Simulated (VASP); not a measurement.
## BP: single point with PBE+D3(BJ)

The system is BP.

```
B P
1.0
     0.00000    2.25369    2.25369
     2.25369    0.00000    2.25369
     2.25369    2.25369    0.00000
B P
1 1
Direct
  0.00000 0.00000 0.00000
  0.25000 0.25000 0.25000
```

```
Program                : VASP 6.6.1
Task                   : single point
Functional             : PBE
Dispersion             : D3(BJ)
Potentials or basis    : VASP PAW PBE potentials, release 64 (B, P)
Cutoff                 : 520 eV
k mesh                 : 10 × 10 × 10
Occupations            : gaussian, width 0.02 eV
Spin                   : no spin polarisation
Dipole correction      : no
Further INCAR settings : ALGO = Normal; EDIFF = 1e-07; NBANDS = 11
```

The pressure is -0.2 GPa. The band gap on the k mesh is 1.21 eV, indirect (least direct gap 3.43 eV). The dispersion energy per atom is -0.330 eV.

Levels at points of the mesh, in eV from the valence-band top:
```
           k point  band 1  band 2  band 3  band 4  band 5  band 6  band 7  band 8
(0.00, 0.00, 0.00)  -15.64    0.00    0.00    0.00    3.43    3.43    3.43    7.69
(0.50, 0.00, 0.00)  -12.24   -9.18   -1.78   -1.78    3.90    4.73    4.73   10.20
(0.50, 0.50, 0.00)  -10.68   -8.69   -4.19   -4.19    1.29    1.64   12.31   12.31
```

Run time: 4.1 s on 1 thread of Intel(R) Xeon(R) 6975P-C (Granite Rapids) (shared host), peak memory 0.14 GiB.

A k mesh can miss the band edges. PBE gaps usually lie below the measured ones, often by a third to a half.
